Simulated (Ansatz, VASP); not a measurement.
## Two plane-wave programs on As

File POSCAR:

```
As
1.0
    2.8386879517     -0.5677375903     -0.5677375903
   -0.5677375903      2.8386879517     -0.5677375903
   -0.5677375903     -0.5677375903      2.8386879517
As
1
Direct
    0.5000000000      0.5000000000      0.5000000000
```

Contents of INCAR.step1:

```
ALGO     = Normal         # electronic algorithm
EDIFF    = 1E-4           # SCF threshold, eV
ENCUT    = 520            # plane-wave cutoff, eV
GGA      = PE             # functional
ISMEAR   = 0              # smearing method
LASPH    = True           # aspherical terms in the spheres
LCHARG   = False          # write CHGCAR
LREAL    = False          # projectors in reciprocal space
LWAVE    = True           # write WAVECAR
NBANDS   = 8              # bands
NELM     = 100            # most SCF steps
PREC     = Accurate       # precision mode
SIGMA    = 0.15           # smearing width, eV
```

INCAR.step2

```
ALGO     = Normal         # electronic algorithm
EDIFF    = 1E-6           # SCF threshold, eV
ENCUT    = 520            # plane-wave cutoff, eV
ISIF     = 2              # what is computed and relaxed
ISMEAR   = 0              # smearing method
ISTART   = 1            
LASPH    = True           # aspherical terms in the spheres
LCHARG   = True           # write CHGCAR
LELF     = True           # ELF
LMIXTAU  = True         
LREAL    = False          # projectors in reciprocal space
LVHAR    = True         
LWAVE    = False          # write WAVECAR
METAGGA  = R2SCAN         # meta-GGA
NBANDS   = 8              # bands
NELM     = 100            # most SCF steps
PREC     = Accurate       # precision mode
SIGMA    = 0.15           # smearing width, eV
```

File KPOINTS:

```
k-points
0
Gamma
  20 20 20
```

Input for Ansatz:

```yaml
crystal:
  lattice:
    - [2.8386879517, -0.5677375903, -0.5677375903]
    - [-0.5677375903, 2.8386879517, -0.5677375903]
    - [-0.5677375903, -0.5677375903, 2.8386879517]
  atoms:
    - { symbol: As, position: [0.5, 0.5, 0.5] }
basis:
  ecutwfc: 500
kpoints:
  mp_grid: { grid: [20, 20, 20] }
hamiltonian:
  xc: r2scan
scf:
  occupations: { method: gaussian, width: 0.15 }
output:
  forces: true
  stress: true
  eigenvalues: true
```

Alike in both runs: task single point; functional r2SCAN; k mesh 20 × 20 × 20; occupations gaussian, width 0.15 eV; no spin polarisation.

```csv
,VASP,Ansatz
version,VASP 6.6.1,Ansatz 0.2.0
potentials or method,"VASP PAW PBE potentials, release 64 (As), cutoff 520 eV","scalar-relativistic, plane waves, PAW"
valence electrons in the cell,5,15
```

|  | VASP | Ansatz | Ansatz less VASP |
| --- | --- | --- | --- |
| gap on the k mesh at the Fermi level (eV) | none | none | - |
| pressure (GPa) | -3.8 | -3.7 | +0.10 |

VASP's potentials were made for PBE, not for r2SCAN. A gap of «none» marks a metal or a gap that the smearing closes. VASP's potentials hold 5 valence electrons a cell and Ansatz's 15, so a difference there can come from the potentials and not from the codes.
